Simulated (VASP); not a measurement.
# BaGa2H2 (P-3m1) in VASP: single point with LDA

Aim: the single point of BaGa2H2 with LDA.

All numbers are computed with VASP 6.6.1; they aren't measurements. Logs are shortened: lines on timing, memory, paths and dates and some standing lists are left out, and cuts for length are marked.

### Step 1. The cell of the first run

It takes space group P-3m1 (No. 164, trigonal). The conventional cell has a = 4.501 Å, b = 4.501 Å, c = 4.869 Å, α = 90.00°, β = 90.00°, γ = 120.00°. Within 2.2 Å of H (site symmetry 3m) lie 1 Ga at 1.68 Å. Ba (site symmetry -3m) has 6 H at 2.67 Å and 6 Ga at 3.46 Å within 3.5 Å. Ga (site symmetry 3m) has 1 H at 1.68 Å within 2.2 Å.

### Step 2. Single point, LDA, non-collinear spin, zero start, spin-orbit coupling

File INCAR:

```
SYSTEM = BaGa2H2
ALGO = Normal ; EDIFF = 1E-6
ENCUT = 520 ; GGA_COMPAT = .FALSE.
ISIF = 2 ; ISMEAR = -1
LASPH = .TRUE. ; LCHARG = .TRUE.
LORBIT = 11 ; LORBMOM = .TRUE.
LREAL = .FALSE. ; LSORBIT = .TRUE.
LVHAR = .TRUE. ; LWAVE = .FALSE.
MAGMOM = 0 0 0 0 0 0 0 0 0 0 0 0 0 0 0 ; NBANDS = 53
NELM = 150 ; PREC = Accurate
SIGMA = 0.1
```

File KPOINTS:

```
k-points
0
G
  5 5 4
  0 0 0
```

File POSCAR:

```
BaGa2H2
1.0
    2.2504620599      3.8979146283      0.0000000000
   -2.2504620599      3.8979146283      0.0000000000
    0.0000000000      0.0000000000      4.8691610000
H Ba Ga
2 1 2
Direct
    0.3333333333      0.3333333333      0.1232697646
    0.6666666667      0.6666666667      0.8767302354
    0.0000000000      0.0000000000      0.0000000000
    0.3333333333      0.3333333333      0.4690053580
    0.6666666667      0.6666666667      0.5309946420
```

Potentials or basis: VASP PAW LDA potentials, release 64 (H, Ba_sv, Ga_d).

Launch:

```
cat potpaw_LDA.64/H/POTCAR potpaw_LDA.64/Ba_sv/POTCAR potpaw_LDA.64/Ga_d/POTCAR > POTCAR
mpirun -np 1 vasp_ncl > vasp.out
```

OUTCAR:

```text
SYSTEM = BaGa2H2
   EDIFF = 1E-6
   ENCUT = 520
   ISIF = 2
   ISMEAR = -1
   LASPH = .TRUE.
   LORBIT = 11
   LREAL = .FALSE.
   LSORBIT = .TRUE.
   NELM = 150
   PREC = Accurate

 ion  position               nearest neighbor table
   1  0.333  0.333  0.123-   4 1.68   3 2.67   3 2.67   3 2.67
   2  0.667  0.667  0.877-   5 1.68   3 2.67   3 2.67   3 2.67
   3  0.000  0.000  0.000-   1 2.67   2 2.67   2 2.67   2 2.67   1 2.67   1 2.67   4 3.46   5 3.46
                             5 3.46   4 3.46   5 3.46   4 3.46   5 3.67   4 3.67   4 3.67   5 3.67
   4  0.333  0.333  0.469-   1 1.68   5 2.62   5 2.62   5 2.62   3 3.46   3 3.46   3 3.46   3 3.67
                             3 3.67   3 3.67
   5  0.667  0.667  0.531-   2 1.68   4 2.62   4 2.62   4 2.62   3 3.46   3 3.46   3 3.46   3 3.67
                             3 3.67   3 3.67

  LATTYP: Found a hexagonal cell.
 ALAT       =     4.5009241198
 C/A-ratio  =     1.0818136166

  Lattice vectors:

 A1 = (   2.2504620599,  -3.8979146283,   0.0000000000)
 A2 = (   2.2504620599,   3.8979146283,   0.0000000000)
 A3 = (   0.0000000000,   0.0000000000,   4.8691610000)

Analysis of symmetry for initial positions (statically):
=====================================================================
 Subroutine PRICEL returns:
 Original cell was already a primitive cell.

 Routine SETGRP: Setting up the symmetry group for a
 hexagonal supercell.

 Subroutine GETGRP returns: Found 12 space group operations
 (whereof 12 operations were pure point group operations)
 out of a pool of 24 trial point group operations.

The static configuration has the point symmetry D_3d.

Analysis of symmetry for dynamics (positions and initial velocities):
=====================================================================
 Subroutine PRICEL returns:
 Original cell was already a primitive cell.

 Routine SETGRP: Setting up the symmetry group for a
 hexagonal supercell.

 Subroutine GETGRP returns: Found 12 space group operations
 (whereof 12 operations were pure point group operations)
 out of a pool of 24 trial point group operations.

The dynamic configuration has the point symmetry D_3d.

Analysis of structural, dynamic, and magnetic symmetry:
=====================================================================
 Subroutine PRICEL returns:
 Original cell was already a primitive cell.

 Routine SETGRP: Setting up the symmetry group for a
 hexagonal supercell.

 Subroutine GETGRP returns: Found 12 space group operations
 (whereof 12 operations were pure point group operations)
 out of a pool of 24 trial point group operations.

The overall configuration has the point symmetry D_3d.

 Subroutine INISYM returns: Found 12 space group operations
 (whereof 12 operations are pure point group operations),
 and found     1 'primitive' translations

----------------------------------------------------------------------------------------

                                     Primitive cell

  volume of cell :      85.4256

  direct lattice vectors                    reciprocal lattice vectors
     2.250462060  3.897914628  0.000000000     0.222176596  0.128273718  0.000000000
    -2.250462060  3.897914628  0.000000000    -0.222176596  0.128273718  0.000000000
     0.000000000  0.000000000  4.869161000     0.000000000  0.000000000  0.205374191

  length of vectors
     4.500924120  4.500924120  4.869161000     0.256547435  0.256547435  0.205374191

  position of ions in fractional coordinates (direct lattice)
     0.333333333  0.333333333  0.123269765
     0.666666667  0.666666667  0.876730235
     0.000000000  0.000000000  0.000000000
     0.333333333  0.333333333  0.469005358
     0.666666667  0.666666667  0.530994642

  ion indices of the primitive-cell ions
   primitive index   ion index
                 1           1
                 2           2
                 3           3
                 4           4
                 5           5
[... 116 lines left out ...]

 E-fermi :   3.5073     XC(G=0): -10.1403

 val. band max:        3.3920194010   @ k =   0.0000   0.0000   0.2500
 cond. band min:       3.5321864992   @ k =   0.4000   0.0000   0.0000
 fundamental gap:      0.1401670982
 Fermi energy:         3.5072580138

 k-point     1 :       0.0000    0.0000    0.0000
  band No.  band energies     occupation
      1     -24.1817      1.00000
      2     -24.1817      1.00000
      3     -11.5088      1.00000
      4     -11.5088      1.00000
      5     -11.4705      1.00000
      6     -11.4705      1.00000
[... 890 lines left out ...]
     49       9.2713      0.00000
     50       9.2713      0.00000
 [bands above 50 left out]

------------------------ aborting loop because EDIFF is reached ----------------------------------------

  FORCE on cell =-STRESS in cart. coord.  units (eV):
  Direction    XX          YY          ZZ          XY          YZ          ZX
  --------------------------------------------------------------------------------------
  -------------------------------------------------------------------------------------
  Total       -1.3388560     -1.3388560     -1.1896250      0.0000000      0.0000000      0.0000000
  in kB      -25.1105537    -25.1105537    -22.3116918      0.0000000      0.0000000      0.0000000
  external PRESSURE =     -24.1775997 kB  Pullay stress =       0.0000000 kB

 VOLUME and BASIS-vectors are now :
 -----------------------------------------------------------------------------
  energy-cutoff  :      520.00
  volume of cell :       85.43
      direct lattice vectors                 reciprocal lattice vectors
     2.250462060  3.897914628  0.000000000     0.222176596  0.128273718  0.000000000
    -2.250462060  3.897914628  0.000000000    -0.222176596  0.128273718  0.000000000
     0.000000000  0.000000000  4.869161000     0.000000000  0.000000000  0.205374191

 POSITION                                       TOTAL-FORCE (eV/Angst)
 -----------------------------------------------------------------------------------
      0.00000      2.59861      0.60022        -0.000000      0.000000      0.007099
      0.00000      5.19722      4.26894        -0.000000      0.000000     -0.007099
      0.00000      0.00000      0.00000        -0.000000      0.000000     -0.000000
      0.00000      2.59861      2.28366         0.000000     -0.000000      0.010119
      0.00000      5.19722      2.58550         0.000000     -0.000000     -0.010119
 -----------------------------------------------------------------------------------
    total drift:                               -0.000000      0.000000     -0.000000

  FREE ENERGIE OF THE ION-ELECTRON SYSTEM (eV)
  ---------------------------------------------------
  free  energy   TOTEN  =       -19.1188997292 eV

  energy  without entropy=      -19.1035630519  energy(sigma->0) =      -19.11123139

 orbital moment (x)

 # of ion     p       d       tot
 ----------------------------------------
  1         0.000   0.000   0.000
  2         0.000   0.000   0.000
  3         0.000   0.000   0.000
  4        -0.000   0.000  -0.000
  5        -0.000   0.000  -0.000
 ----------------------------------------
           -0.000   0.000  -0.000

 orbital moment (y)

 # of ion     p       d       tot
 ----------------------------------------
  1         0.000   0.000   0.000
  2         0.000   0.000   0.000
  3         0.000   0.000   0.000
  4         0.000   0.000   0.000
  5         0.000   0.000   0.000
 ----------------------------------------
            0.000   0.000   0.000

 orbital moment (z)

 # of ion     p       d       tot
 ----------------------------------------
  1         0.000   0.000   0.000
  2         0.000   0.000   0.000
  3         0.000   0.000   0.000
  4         0.000   0.000   0.000
  5         0.000   0.000   0.000
 ----------------------------------------
            0.000   0.000   0.000

 Spin-Orbit-Coupling matrix elements

 Ion:    1  E_soc:      0.0000001
 l=   1
     0.0000000     0.0000000     0.0000000
     0.0000000     0.0000000     0.0000000
     0.0000000     0.0000000     0.0000000
 l=   2
     0.0000000     0.0000000     0.0000000     0.0000000     0.0000000
     0.0000000     0.0000000     0.0000000     0.0000000     0.0000000
     0.0000000     0.0000000     0.0000000     0.0000000     0.0000000
     0.0000000     0.0000000     0.0000000     0.0000000     0.0000000
     0.0000000     0.0000000     0.0000000     0.0000000     0.0000000
 l=   3
     0.0000000     0.0000000     0.0000000     0.0000000     0.0000000     0.0000000     0.0000000
     0.0000000     0.0000000     0.0000000     0.0000000     0.0000000     0.0000000     0.0000000
     0.0000000     0.0000000     0.0000000     0.0000000     0.0000000     0.0000000     0.0000000
     0.0000000     0.0000000     0.0000000     0.0000000     0.0000000     0.0000000     0.0000000
[... 69 lines left out ...]
 l=   2
     0.0000000    -0.0001743     0.0000000    -0.0001743    -0.0006906
    -0.0001743     0.0000000    -0.0005201    -0.0001750    -0.0001743
     0.0000000    -0.0005201     0.0000000    -0.0005201     0.0000000
    -0.0001743    -0.0001750    -0.0005201     0.0000000    -0.0001743
    -0.0006906    -0.0001743     0.0000000    -0.0001743     0.0000000
 l=   3
     0.0000000     0.0000000     0.0000000     0.0000000     0.0000000     0.0000000     0.0000000
     0.0000000     0.0000000     0.0000000     0.0000000     0.0000000     0.0000000     0.0000000
     0.0000000     0.0000000     0.0000000     0.0000000     0.0000000     0.0000000     0.0000000
     0.0000000     0.0000000     0.0000000     0.0000000     0.0000000     0.0000000     0.0000000
     0.0000000     0.0000000     0.0000000     0.0000000     0.0000000     0.0000000     0.0000000
     0.0000000     0.0000000     0.0000000     0.0000000     0.0000000     0.0000000     0.0000000
     0.0000000     0.0000000     0.0000000     0.0000000     0.0000000     0.0000000     0.0000000

 total charge

# of ion       s       p       d       tot
------------------------------------------
    1        0.521   0.009   0.000   0.530
    2        0.521   0.009   0.000   0.530
    3        2.003   5.588   0.358   7.950
    4        0.917   0.837   9.949  11.703
    5        0.917   0.837   9.949  11.703
--------------------------------------------------
tot          4.881   7.280  20.256  32.417

 magnetization (x)

# of ion       s       p       d       tot
------------------------------------------
    1       -0.000   0.000   0.000  -0.000
    2       -0.000   0.000   0.000  -0.000
    3        0.000  -0.000   0.000   0.000
    4        0.000  -0.000   0.000  -0.000
    5        0.000  -0.000   0.000  -0.000
--------------------------------------------------
tot         -0.000  -0.000   0.000  -0.000

 magnetization (y)

# of ion       s       p       d       tot
------------------------------------------
    1        0.000  -0.000   0.000  -0.000
    2        0.000  -0.000   0.000  -0.000
    3       -0.000   0.000   0.000  -0.000
    4        0.000   0.000   0.000   0.000
    5        0.000   0.000   0.000   0.000
--------------------------------------------------
tot         -0.000  -0.000   0.000  -0.000

 magnetization (z)

# of ion       s       p       d       tot
------------------------------------------
    1        0.000   0.000   0.000   0.000
    2        0.000   0.000   0.000   0.000
    3        0.000  -0.000   0.000  -0.000
    4        0.000   0.000   0.000   0.000
    5        0.000   0.000   0.000   0.000
--------------------------------------------------
tot          0.000  -0.000   0.000  -0.000
```

Run time: 90 s. Hardware: 1 thread of Intel Xeon 6975P-C (Granite Rapids), shared host; peak memory 0.37 GiB.

What came out:

| Item | Value |
| --- | --- |
| Free energy | -19.1189 eV |
| Pressure | -2.4 GPa |
| Largest force | 0.010 eV/Å |
| Net moment | 0.00 μB per cell |
| Valence electrons inside the program's atomic spheres | H 0.53; Ba 7.95; Ga 11.70 |

Forces in eV/Å, atoms in the order of the input:
```
H    0.000  0.000  0.007
H    0.000  0.000 -0.007
Ba   0.000  0.000  0.000
Ga   0.000  0.000  0.010
Ga   0.000  0.000 -0.010
```

Moments on the atoms (μB; x, y, z):
```
H   0.00 0.00 0.00
H   0.00 0.00 0.00
Ba  0.00 0.00 0.00
Ga  0.00 0.00 0.00
Ga  0.00 0.00 0.00
```
